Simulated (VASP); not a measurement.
# AlN (P1) in VASP: a series of runs

AlN is run at these levels: r2SCAN; tasks: single point.

Program: VASP 6.6.1. These are calculated values, not measurements. Logs are shortened: lines on timing, memory, paths and dates and some standing lists are left out, and cuts for length are marked.

## Step 1: The cell of the first run

The typed cell holds 4 atoms: a = 3.107 Å, b = 3.107 Å, c = 4.978 Å, α = 90.00°, β = 90.00°, γ = 120.00°.

## Step 2: Single point, r2SCAN (atom 3 (N) moved -0.100 Å along Cartesian [1 1 1])

POSCAR

```
AlN
1.0
    3.1066653386      0.0000000000      0.0000000000
   -1.5533326693      2.6904511043      0.0000000000
    0.0000000000      0.0000000000      4.9784048354
Al N
2 2
Direct
    0.3333333333      0.6666666667      0.0016929024
    0.6666666667      0.3333333333      0.5016929024
    0.3040194709      0.6452074300      0.3717100040
    0.6666666667      0.3333333333      0.8833070976
```

INCAR.step1

```
PREC = Accurate
ENCUT = 520
ISMEAR = 0
SIGMA = 0.05
LREAL = F
LASPH = T
NELM = 80
NBANDS = 16
GGA = PE
ALGO = Normal
EDIFF = 1E-4
LWAVE = T
LCHARG = F
```

INCAR.step2

```
PREC = Accurate
ENCUT = 520
EDIFF = 1E-6
ISMEAR = 0
SIGMA = 0.05
LREAL = F
LASPH = T
NELM = 80
ALGO = Normal
ISIF = 2
LWAVE = F
LCHARG = F
METAGGA = R2SCAN
LMIXTAU = T
NBANDS = 16
ISTART = 1
```

KPOINTS

```
Automatic mesh
0
Gamma
  12 12 6
```

Potentials or basis: VASP PAW PBE potentials, release 64 (Al, N).

On the command line:

```sh
cat potpaw_PBE.64/Al/POTCAR potpaw_PBE.64/N/POTCAR > POTCAR
cp INCAR.step1 INCAR
mpirun -np 1 vasp_std > vasp.out
cp INCAR.step2 INCAR
mpirun -np 1 vasp_std > vasp.out
```

OUTCAR:

```text
PREC = Accurate
   ENCUT = 520
   EDIFF = 1E-6
   ISMEAR = 0
   LREAL = F
   LASPH = T
   NELM = 80
   ISIF = 2
   METAGGA = R2SCAN
   ISTART = 1

 ion  position               nearest neighbor table
   1  0.333  0.667  0.002-   3 1.84   4 1.89   4 1.89   4 1.89   2 3.07   2 3.07   2 3.07   2 3.07
                             2 3.07   2 3.07
   2  0.667  0.333  0.502-   3 1.83   4 1.90   3 1.93   3 1.96   1 3.07   1 3.07   1 3.07   1 3.07
                             1 3.07   1 3.07
   3  0.304  0.645  0.372-   2 1.83   1 1.84   2 1.93   2 1.96
   4  0.667  0.333  0.883-   1 1.89   1 1.89   1 1.89   2 1.90

  LATTYP: Found a hexagonal cell.
 ALAT       =     3.1066653386
 C/A-ratio  =     1.6024915119

  Lattice vectors:

 A1 = (   3.1066653386,   0.0000000000,   0.0000000000)
 A2 = (  -1.5533326693,   2.6904511043,   0.0000000000)
 A3 = (   0.0000000000,   0.0000000000,   4.9784048354)

Analysis of symmetry for initial positions (statically):
=====================================================================
 Subroutine PRICEL returns:
 Original cell was already a primitive cell.

 Routine SETGRP: Setting up the symmetry group for a
 hexagonal supercell.

 Subroutine GETGRP returns: Found  1 space group operations
 (whereof  1 operations were pure point group operations)
 out of a pool of 24 trial point group operations.

The static configuration has the point symmetry C_1 .

Analysis of symmetry for dynamics (positions and initial velocities):
=====================================================================
 Subroutine PRICEL returns:
 Original cell was already a primitive cell.

 Routine SETGRP: Setting up the symmetry group for a
 hexagonal supercell.

 Subroutine GETGRP returns: Found  1 space group operations
 (whereof  1 operations were pure point group operations)
 out of a pool of 24 trial point group operations.

The dynamic configuration has the point symmetry C_1 .

 Subroutine INISYM returns: Found  1 space group operations
 (whereof  1 operations are pure point group operations),
 and found     1 'primitive' translations

----------------------------------------------------------------------------------------

                                     Primitive cell

  volume of cell :      41.6112

  direct lattice vectors                    reciprocal lattice vectors
     3.106665339  0.000000000  0.000000000     0.321888550  0.185842441  0.000000000
    -1.553332669  2.690451104  0.000000000     0.000000000  0.371684882  0.000000000
     0.000000000  0.000000000  4.978404835     0.000000000  0.000000000  0.200867554

  length of vectors
     3.106665339  3.106665339  4.978404835     0.371684882  0.371684882  0.200867554

  position of ions in fractional coordinates (direct lattice)
     0.333333333  0.666666667  0.001692902
     0.666666667  0.333333333  0.501692902
     0.304019471  0.645207430  0.371710004
     0.666666667  0.333333333  0.883307098

  ion indices of the primitive-cell ions
   primitive index   ion index
                 1           1
                 2           2
                 3           3
                 4           4

----------------------------------------------------------------------------------------

 KPOINTS: Automatic mesh

Automatic generation of k-mesh.
 Grid dimensions read from file:
 generate k-points for:   12   12    6

 Generating k-lattice:

  Cartesian coordinates                     Fractional coordinates (reciprocal lattice)
     0.026824046  0.015486870  0.000000000     0.083333333  0.000000000  0.000000000
     0.000000000  0.030973740  0.000000000     0.000000000  0.083333333  0.000000000
     0.000000000  0.000000000  0.033477926     0.000000000  0.000000000  0.166666667

  Length of vectors
     0.030973740  0.030973740  0.033477926

  Shift w.r.t. Gamma in fractional coordinates (k-lattice)
     0.000000000  0.000000000  0.000000000

 Subroutine IBZKPT returns following result:
 ===========================================

 Found    436 irreducible k-points:

 Following reciprocal coordinates:
            Coordinates               Weight
  0.000000  0.000000  0.000000      1.000000
  0.083333  0.000000  0.000000      2.000000
  0.000000  0.083333  0.000000      2.000000
 -0.083333  0.083333  0.000000      2.000000
  0.166667  0.000000  0.000000      2.000000
  0.000000  0.166667  0.000000      2.000000
[... 16 lines left out ...]
  0.166667  0.083333  0.000000      2.000000
 -0.083333  0.250000  0.000000      2.000000
 [... further k-points ...]
   k-points           NKPTS =    436   k-points in BZ     NKDIM =    436   number of bands    NBANDS=     16
   number of dos      NEDOS =    301   number of ions     NIONS =      4
   total plane-waves  NPLWV =  23040
   dimension x,y,z NGX =    24 NGY =   24 NGZ =   40
   dimension x,y,z NGXF=    48 NGYF=   48 NGZF=   80
   ions per type =               2   2
   NGX,Y,Z   is equivalent  to a cutoff of  12.84, 12.84, 13.36 a.u.
   NGXF,Y,Z  is equivalent  to a cutoff of  25.69, 25.69, 26.71 a.u.
 SYSTEM =  unknown system
   PREC   = accura    normal or accurate (medium, high low for compatibility)
   ISTART =      1    job   : 0-new  1-cont  2-samecut
   ICHARG =      0    charge: 1-file 2-atom 10-const
   ISPIN  =      1    spin polarized calculation?
   LNONCOLLINEAR =      F non collinear calculations
   LSORBIT =      F    spin-orbit coupling
   LASPH  =      T    aspherical Exc in radial PAW
   ENCUT  =  520.0 eV  38.22 Ry    6.18 a.u.   5.78  5.78  9.26*2*pi/ulx,y,z
   NELM   =     80;   NELMIN=  2; NELMDL=  0     # of ELM steps
   EDIFF  = 0.1E-05   stopping-criterion for ELM
   LREAL  =      F    real-space projection
   EDIFFG = 0.1E-04   stopping-criterion for IOM
   NSW    =      0    number of steps for IOM
   IBRION =     -1    ionic relax: 0-MD 1-quasi-New 2-CG
   NFREE  =      0    steps in history (QN), initial steepest desc. (CG)
   ISIF   =      2    stress and relaxation
   ISYM   =      2    0-nonsym 1-usesym 2-fastsym
   POTIM  = 0.5000    time-step for ionic-motion
   TEBEG  =    0.0;   TEEND  =   0.0 temperature during run
   PSTRESS=    0.0 pullay stress
   NELECT =      16.0000    total number of electrons
   NUPDOWN=      -1.0000    fix difference up-down
   EMIN   =  10.00;   EMAX   =-10.00  energy-range for DOS
   EFERMI =   0.00;   METHOD = LEGACY
   ISMEAR =     0;   SIGMA  =   0.05  broadening in eV -4-tet -1-fermi 0-gaus
   EFERMI_NEDOS =   21; number of points for ismear=-14 and -15
   IALGO  =     38    algorithm
   IMIX   =      4    mixing-type and parameters
     AMIX     =   0.40;   BMIX     =  1.00
     AMIX_MAG =   1.60;   BMIX_MAG =  1.00
  volume/ion in A,a.u.               =      10.40        70.20
  Fermi-wavevector in a.u.,A,eV,Ry     =   1.190451  2.249626 19.281821  1.417174
  Thomas-Fermi vector in A             =   2.326535
   LORBIT       =      0    0 simple, 1 ext, 2 COOP (PROOUT), +10 PAW based schemes
   METAGGA = R2SCAN    functional components
   LHFCALC =     F    Hartree Fock is set to
   AEXX    =    0.0000 exact exchange contribution
   IVDW    =     0    specifies the selected vdW correction
   LEPSILON=     F    determine dielectric tensor
   LRPA    =     F    only Hartree local field effects (RPA)
 non-spin polarized calculation
 Gauss-broadening in eV      SIGMA  =   0.05
  energy-cutoff  :      520.00
  volume of cell :       41.61
 maximum number of plane-waves:      1140
   NGX = 11   NGY = 11   NGZ = 19

 number of electron      15.9999999 magnetization

 Free energy of the ion-electron system (eV)
  ---------------------------------------------------
  ext. energy  EPLUGINS =         0.00000000
  ---------------------------------------------------
  free energy    TOTEN  =       -38.36766278 eV

  energy without entropy =      -38.36766278  energy(sigma->0) =      -38.36766278

 E-fermi :   6.0923     XC(G=0): -11.4160

 val. band max:        5.8650682604   @ k =   0.0000   0.0000   0.0000
 cond. band min:      10.8092284054   @ k =   0.0000   0.0000   0.0000
 fundamental gap:      4.9441601450
 Fermi energy:         6.0923328174

 k-point     1 :       0.0000    0.0000    0.0000
  band No.  band energies     occupation
      1     -10.0644      2.00000
      2      -7.9346      2.00000
      3      -0.1844      2.00000
      4       4.9567      2.00000
      5       5.1647      2.00000
      6       5.6786      2.00000
[... 8 lines left out ...]
     15      20.0708      0.00000
     16      20.3509      0.00000

 k-point     2 :       0.0833    0.0000    0.0000
  band No.  band energies     occupation
      1      -9.9747      2.00000
      2      -7.8856      2.00000
      3      -0.0760      2.00000
      4       4.5707      2.00000
      5       5.0346      2.00000
      6       5.2791      2.00000
[... 8 lines left out ...]
     15      19.9585      0.00000
     16      20.3533      0.00000

 k-point     3 :       0.0000    0.0833    0.0000
  band No.  band energies     occupation
      1      -9.9757      2.00000
      2      -7.8843      2.00000
      3      -0.0775      2.00000
      4       4.6753      2.00000
      5       4.8985      2.00000
      6       5.3679      2.00000
[... 8 lines left out ...]
     15      20.1049      0.00000
     16      20.1949      0.00000

 k-point     4 :      -0.0833    0.0833    0.0000
  band No.  band energies     occupation
      1      -9.9755      2.00000
      2      -7.8847      2.00000
      3      -0.0770      2.00000
      4       4.6341      2.00000
      5       4.9475      2.00000
      6       5.3494      2.00000
[... 8 lines left out ...]
     15      20.1123      0.00000
     16      20.1760      0.00000

 k-point     5 :       0.1667    0.0000    0.0000
  band No.  band energies     occupation
      1      -9.7136      2.00000
      2      -7.7528      2.00000
      3       0.2439      2.00000
      4       3.6116      2.00000
      5       4.3660      2.00000
      6       4.7416      2.00000
[... 8 lines left out ...]
     15      19.4929      0.00000
     16      19.5911      0.00000

 k-point     6 :       0.0000    0.1667    0.0000
  band No.  band energies     occupation
      1      -9.7180      2.00000
      2      -7.7469      2.00000
      3       0.2369      2.00000
      4       3.6442      2.00000
      5       4.4853      2.00000
      6       4.6354      2.00000
[... 8 lines left out ...]
     15      19.4283      0.00000
     16      19.6456      0.00000
[... 267 lines left out ...]
 k-point    21 :      -0.0833    0.1667    0.0000
  band No.  band energies     occupation
      1      -9.8028      2.00000
      2      -7.7899      2.00000
      3       0.1327      2.00000
      4       4.1266      2.00000
      5       4.3186      2.00000
      6       5.0199      2.00000
[... 8 lines left out ...]
     15      19.3866      0.00000
     16      20.3152      0.00000

 k-point    22 :      -0.1667    0.0833    0.0000
  band No.  band energies     occupation
      1      -9.7998      2.00000
      2      -7.7939      2.00000
      3       0.1375      2.00000
      4       3.9973      2.00000
      5       4.3945      2.00000
      6       5.0471      2.00000
[... 8 lines left out ...]
     15      19.6832      0.00000
     16      20.0386      0.00000

 k-point    23 :       0.1667    0.0833    0.0000
  band No.  band energies     occupation
      1      -9.4669      2.00000
      2      -7.6385      2.00000
      3       0.5520      2.00000
      4       3.0473      2.00000
      5       3.5149      2.00000
      6       4.6146      2.00000
[... 8 lines left out ...]
     15      19.4337      0.00000
     16      20.0860      0.00000

 k-point    24 :      -0.0833    0.2500    0.0000
  band No.  band energies     occupation
      1      -9.4746      2.00000
      2      -7.6282      2.00000
      3       0.5400      2.00000
      4       3.0448      2.00000
      5       3.5972      2.00000
      6       4.5723      2.00000
[... 8 lines left out ...]
     15      19.7865      0.00000
     16      20.2024      0.00000

 [... further k-points ...]

------------------------ aborting loop because EDIFF is reached ----------------------------------------

  FORCE on cell =-STRESS in cart. coord.  units (eV):
  Direction    XX          YY          ZZ          XY          YZ          ZX
  --------------------------------------------------------------------------------------
  -------------------------------------------------------------------------------------
  Total        0.2902369     -0.7696760      0.7982820      0.5808595     -0.3193456     -0.4120887
  in kB       11.1751521    -29.6352615     30.7366931     22.3651558    -12.2959417    -15.8668805
  external PRESSURE =       4.0921946 kB  Pullay stress =       0.0000000 kB

 VOLUME and BASIS-vectors are now :
 -----------------------------------------------------------------------------
  energy-cutoff  :      520.00
  volume of cell :       41.61
      direct lattice vectors                 reciprocal lattice vectors
     3.106665339  0.000000000  0.000000000     0.321888550  0.185842441  0.000000000
    -1.553332669  2.690451104  0.000000000     0.000000000  0.371684882  0.000000000
     0.000000000  0.000000000  4.978404835     0.000000000  0.000000000  0.200867554

 POSITION                                       TOTAL-FORCE (eV/Angst)
 -----------------------------------------------------------------------------------
     -0.00000      1.79363      0.00843        -0.076972     -0.077563     -0.463686
      1.55333      0.89682      2.49763        -0.876592     -0.722062     -0.297116
     -0.05774      1.73590      1.85052         1.006035      0.845517      1.197370
      1.55333      0.89682      4.39746        -0.052471     -0.045892     -0.436568
 -----------------------------------------------------------------------------------
    total drift:                               -0.000108     -0.000039     -0.013349

  FREE ENERGIE OF THE ION-ELECTRON SYSTEM (eV)
  ---------------------------------------------------
  free  energy   TOTEN  =       -38.3676627834 eV

  energy  without entropy=      -38.3676627834  energy(sigma->0) =      -38.36766278
```

Wall time 25 min (1 thread of Oxide Virtual Turin-like, shared host); peak memory 0.32 GiB.

What came out:

| Property | Result |
| --- | --- |
| Free energy | -38.3677 eV |
| Pressure | 0.4 GPa |
| Largest force | 1.778 eV/Å |
| Band gap on the k mesh | 4.94 eV |

Forces in eV/Å, atoms in the order of the input:
```
Al  -0.077 -0.078 -0.464
Al  -0.877 -0.722 -0.297
N    1.006  0.846  1.197
N   -0.052 -0.046 -0.437
```

Stress tensor (GPa, compression positive):
```
 1.12  2.24 -1.59
 2.24 -2.96 -1.23
-1.59 -1.23  3.07
```

Caveat: the cell differs from its parent crystal (atom 3 (N) moved -0.100 Å along Cartesian [1 1 1]); the stress differs along the axes, from -3 to 3 GPa; the PAW data sets were made with another functional, which shifts forces and pressure a little. A k mesh can miss the band edges.

## Step 3: Single point, r2SCAN (atom 3 (N) moved +0.050 Å along Cartesian [1 1 1])

POSCAR: that of step 2 with these lines changed.

```diff
@@ -10,3 +10,3 @@
     0.6666666667      0.3333333333      0.5016929024
-    0.3040194709      0.6452074300      0.3717100040
+    0.3479902645      0.6773962850      0.3891056444
     0.6666666667      0.3333333333      0.8833070976
```

INCAR.step1: that of step 2 with these lines changed.

```diff
@@ -6,3 +6,3 @@
 LASPH = T
-NELM = 80
+NELM = 100
 NBANDS = 16
```

INCAR.step2: that of step 2 with these lines changed.

```diff
@@ -7,3 +7,3 @@
 LASPH = T
-NELM = 80
+NELM = 100
 ALGO = Normal
```

KPOINTS is that of step 2.

Potentials or basis: VASP PAW PBE potentials, release 64 (Al, N).

On the command line:

```sh
cat potpaw_PBE.64/Al/POTCAR potpaw_PBE.64/N/POTCAR > POTCAR
cp INCAR.step1 INCAR
mpirun -np 1 vasp_std > vasp.out
cp INCAR.step2 INCAR
mpirun -np 1 vasp_std > vasp.out
```

It took 22 min on 1 thread of Oxide Virtual Turin-like, shared host; peak memory 0.32 GiB.

The run converged. Its results:

```yaml
Free_energy: -38.4337 eV
Pressure: -0.3 GPa
Largest_force: 0.909 eV/Å
Band_gap_on_the_k_mesh: 4.86 eV
```

Forces in eV/Å, atoms in the order of the input:
```
Al   0.051  0.051  0.165
Al   0.385  0.432  0.218
N   -0.458 -0.507 -0.599
N    0.022  0.024  0.216
```

Stress tensor (GPa, compression positive):
```
-0.89 -1.23  0.49
-1.23  1.69  0.58
 0.49  0.58 -1.59
```

Levels at points of the mesh, in eV from the valence-band top:
```
           k point  band 5  band 6  band 7  band 8  band 9  band 10  band 11  band 12
(0.00, 0.00, 0.00)   -0.90   -0.31   -0.28    0.00    4.86     7.50    11.58    11.93
(0.50, 0.00, 0.00)   -3.48   -2.24   -1.69   -0.81    6.26     6.57     8.93    11.24
(0.00, 0.50, 0.00)   -3.38   -2.18   -1.86   -0.75    6.49     6.53     9.02    11.15
(0.50, 0.50, 0.00)   -3.40   -2.20   -1.82   -0.77    6.46     6.51     8.99    11.17
(0.00, 0.00, 0.50)   -0.75   -0.62   -0.61   -0.57    7.19     7.25    11.09    11.44
(0.50, 0.00, 0.50)   -1.66   -1.54   -1.49   -1.43    5.98     6.06     9.99    10.10
(0.00, 0.50, 0.50)   -1.58   -1.51   -1.43   -1.35    5.88     5.94    10.02    10.13
(0.50, 0.50, 0.50)   -1.60   -1.53   -1.44   -1.37    5.91     5.97    10.02    10.11
```

Caveat: the cell differs from its parent crystal (atom 3 (N) moved +0.050 Å along Cartesian [1 1 1]); the PAW data sets were made with another functional, which shifts forces and pressure a little. A k mesh can miss the band edges.
